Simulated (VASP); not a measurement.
# CsRu (Fd-3m) in VASP: a series of runs, part 2 of 2

VASP 6.6.1.

## Step 5: Single point, PBE, collinear spin, ferromagnetic start

INCAR reads:

```
ALGO = Fast
EDIFF = 1E-7
ENCUT = 520
GGA = PE
ISIF = 2
ISMEAR = 0
ISPIN = 2
LASPH = True
LCHARG = False
LMAXMIX = 4
LORBIT = 11
LREAL = False
LWAVE = False
MAGMOM = 0 0 1 1
NBANDS = 35
NELM = 150
PREC = Accurate
SIGMA = 0.1
```

KPOINTS reads:

```
k-points
0
Gamma
  4 4 4
```

POSCAR reads:

```
CsRu
1.0
    0.0000000000      3.7647994967      3.7647994967
    3.7647994967      0.0000000000      3.7647994967
    3.7647994967      3.7647994967      0.0000000000
Cs Ru
2 2
Direct
    0.5000000000      0.5000000000      0.5000000000
    0.7500000000      0.7500000000      0.7500000000
    0.2500000000      0.2500000000      0.2500000000
    0.0000000000      0.0000000000      0.0000000000
```

Potentials or basis: VASP PAW PBE potentials, release 64 (Cs_sv, Ru_pv).

The run is started by

```bash
> cat potpaw_PBE.64/Cs_sv/POTCAR potpaw_PBE.64/Ru_pv/POTCAR > POTCAR
> mpirun -np 1 vasp_std > vasp.out
```

OUTCAR:

```text
EDIFF = 1E-7
   ENCUT = 520
   GGA = PE
   ISIF = 2
   ISMEAR = 0
   ISPIN = 2
   LASPH = True
   LORBIT = 11
   LREAL = False
   NELM = 150
   PREC = Accurate

 ion  position               nearest neighbor table
   1  0.500  0.500  0.500-   3 3.26   3 3.26   3 3.26   3 3.26
   2  0.750  0.750  0.750-   4 3.26   4 3.26   4 3.26   4 3.26
   3  0.250  0.250  0.250-   4 3.26   4 3.26   4 3.26   1 3.26   4 3.26   1 3.26   1 3.26   1 3.26

   4  0.000  0.000  0.000-   2 3.26   2 3.26   2 3.26   2 3.26   3 3.26   3 3.26   3 3.26   3 3.26

  LATTYP: Found a face centered cubic cell.
 ALAT       =     7.5295989934

  Lattice vectors:

 A1 = (   0.0000000000,   3.7647994967,   3.7647994967)
 A2 = (   3.7647994967,   0.0000000000,   3.7647994967)
 A3 = (   3.7647994967,   3.7647994967,   0.0000000000)

Analysis of symmetry for initial positions (statically):
=====================================================================
 Subroutine PRICEL returns:
 Original cell was already a primitive cell.

 Routine SETGRP: Setting up the symmetry group for a
 face centered cubic supercell.

 Subroutine GETGRP returns: Found 48 space group operations
 (whereof 24 operations were pure point group operations)
 out of a pool of 48 trial point group operations.

The static configuration has the point symmetry T_d .
 The point group associated with its full space group is O_h .

Analysis of symmetry for dynamics (positions and initial velocities):
=====================================================================
 Subroutine PRICEL returns:
 Original cell was already a primitive cell.

 Routine SETGRP: Setting up the symmetry group for a
 face centered cubic supercell.

 Subroutine GETGRP returns: Found 48 space group operations
 (whereof 24 operations were pure point group operations)
[... 150 lines left out ...]
  free energy    TOTEN  =       -12.58047137 eV

  energy without entropy =      -12.55523061  energy(sigma->0) =      -12.56785099

 E-fermi :   5.2676     XC(G=0): -10.5168

 val. band max:        5.2450179535   @ k =  -0.2500   0.2500   0.0000
 cond. band min:       5.2969215155   @ k =   0.5000   0.0000   0.0000
 fundamental gap:      0.0519035620
 Fermi energy:         5.2676013526

 spin component 1

 k-point     1 :       0.0000    0.0000    0.0000
  band No.  band energies     occupation
      1     -37.1353      1.00000
      2     -37.1353      1.00000
      3     -37.1353      1.00000
      4     -37.0979      1.00000
      5     -37.0979      1.00000
      6     -37.0979      1.00000
[... 293 lines left out ...]
     34      12.3631      0.00000
     35      12.4333      0.00000
 Fermi energy:         5.2676013526

 spin component 2

 k-point     1 :       0.0000    0.0000    0.0000
  band No.  band energies     occupation
      1     -35.7141      1.00000
      2     -35.7141      1.00000
      3     -35.7141      1.00000
      4     -35.6741      1.00000
      5     -35.6741      1.00000
      6     -35.6741      1.00000
[... 293 lines left out ...]
     34      12.6225      0.00000
     35      12.6613      0.00000

------------------------ aborting loop because EDIFF is reached ----------------------------------------

  FORCE on cell =-STRESS in cart. coord.  units (eV):
  Direction    XX          YY          ZZ          XY          YZ          ZX
  --------------------------------------------------------------------------------------
  -------------------------------------------------------------------------------------
  Total        2.3793276      2.3793276      2.3793276     -0.0000000     -0.0000000      0.0000000
  in kB       35.7198210     35.7198210     35.7198210     -0.0000000     -0.0000000      0.0000000
  external PRESSURE =      35.7198210 kB  Pullay stress =       0.0000000 kB

 VOLUME and BASIS-vectors are now :
 -----------------------------------------------------------------------------
  energy-cutoff  :      520.00
  volume of cell :      106.72
      direct lattice vectors                 reciprocal lattice vectors
     0.000000000  3.764799497  3.764799497    -0.132809198  0.132809198  0.132809198
     3.764799497  0.000000000  3.764799497     0.132809198 -0.132809198  0.132809198
     3.764799497  3.764799497  0.000000000     0.132809198  0.132809198 -0.132809198

 POSITION                                       TOTAL-FORCE (eV/Angst)
 -----------------------------------------------------------------------------------
      3.76480      3.76480      3.76480        -0.000000     -0.000000     -0.000000
      5.64720      5.64720      5.64720         0.000000     -0.000000     -0.000000
      1.88240      1.88240      1.88240        -0.000000     -0.000000     -0.000000
      0.00000      0.00000      0.00000         0.000000      0.000000      0.000000
 -----------------------------------------------------------------------------------
    total drift:                               -0.000000      0.000000      0.000000

  FREE ENERGIE OF THE ION-ELECTRON SYSTEM (eV)
  ---------------------------------------------------
  free  energy   TOTEN  =       -12.5804713724 eV

  energy  without entropy=      -12.5552306114  energy(sigma->0) =      -12.56785099

 total charge

# of ion       s       p       d       tot
------------------------------------------
    1        1.849   4.632   0.170   6.650
    2        1.849   4.632   0.170   6.650
    3        0.313   6.025   6.034  12.372
    4        0.313   6.025   6.034  12.372
--------------------------------------------------
tot          4.324  21.313  12.406  38.043

 magnetization (x)

# of ion       s       p       d       tot
------------------------------------------
    1        0.003   0.024   0.003   0.029
    2        0.003   0.024   0.003   0.029
    3        0.019   0.004   1.882   1.905
    4        0.019   0.004   1.882   1.905
--------------------------------------------------
tot          0.044   0.056   3.770   3.869
```

stdout:

```text
POSCAR found type information on POSCAR CsRu
 POSCAR found :  2 types and       4 ions
 scaLAPACK will be used
 LDA part: xc-table for (Slater+PW92), standard interpolation
 POSCAR, INCAR and KPOINTS ok, starting setup
 FFT: planning ... GRIDC
 FFT: planning ... GRID_SOFT
 FFT: planning ... GRID
 WAVECAR not read
 entering main loop
```

Wall time 39 s (1 thread of Intel Xeon 6975P-C (Granite Rapids), shared host); peak memory 0.29 GiB.

Results:

- Free energy: -12.5805 eV
- Pressure: 3.6 GPa
- Net moment: 4.09 μB per cell
- Site moments: Cs +0.03; Ru +1.91 μB
- Valence electrons inside the program's atomic spheres: Cs 6.65; Ru 12.37

Levels at points of the mesh, in eV from the Fermi level:
Spin up:
```csv
k point,band 21,band 22,band 23,band 24,band 25,band 26,band 27,band 28,band 29,band 30
"(0.00, 0.00, 0.00)",-0.82,-0.82,-0.82,-0.58,-0.58,2.66,2.66,2.66,4.37,4.37
"(0.50, 0.00, 0.00)",-1.03,-1.03,-0.94,-0.94,-0.21,0.03,1.81,1.81,3.87,3.87
"(0.50, 0.50, 0.00)",-1.12,-1.12,-0.67,-0.67,0.22,0.22,2.66,2.66,5.03,5.03
```
Spin down:
| k point | band 17 | band 18 | band 19 | band 20 | band 21 | band 22 | band 23 | band 24 | band 25 | band 26 |
| --- | --- | --- | --- | --- | --- | --- | --- | --- | --- | --- |
| (0.00, 0.00, 0.00) | -1.71 | -0.51 | -0.51 | -0.51 | 0.50 | 0.50 | 0.50 | 0.70 | 0.70 | 2.99 |
| (0.50, 0.00, 0.00) | -0.85 | -0.85 | -0.44 | -0.44 | 0.07 | 0.07 | 0.34 | 0.34 | 0.60 | 0.80 |
| (0.50, 0.50, 0.00) | -0.85 | -0.85 | -0.44 | -0.44 | -0.16 | -0.16 | 0.74 | 0.74 | 1.28 | 1.28 |

Caveat: the k points lie up to 0.36 Å⁻¹ apart; spin-orbit coupling is left out, which moves the levels of the heavy elements.

## Step 6: Summary

```tsv
task	spin	cell	cutoff (eV)	gap on the mesh (eV)	pressure (GPa)
single point	off	a = 5.324 Å, angles 60.0°, 4 atoms	520	none	0.5
single point	off	a = 5.697 Å, angles 60.0°, 4 atoms	520	none	-4.0
relaxation of cell and atoms	off	relaxed from a = 5.697 Å, angles 60.0°, 4 atoms	600	none	-0.2
single point	collinear, ferromagnetic start	a = 5.324 Å, angles 60.0°, 4 atoms	520	none	3.6
```

Alike in all rows: level PBE; potentials or basis VASP PAW PBE potentials, release 64 (Cs_sv, Ru_pv); k mesh 4 × 4 × 4; smearing gaussian 0.1 eV.

Caveats: some runs use coarse meshes; spin-orbit coupling is left out, which moves the levels of the heavy elements.

Total energies depend on the potentials used, so only differences within one code and one set of settings carry meaning.
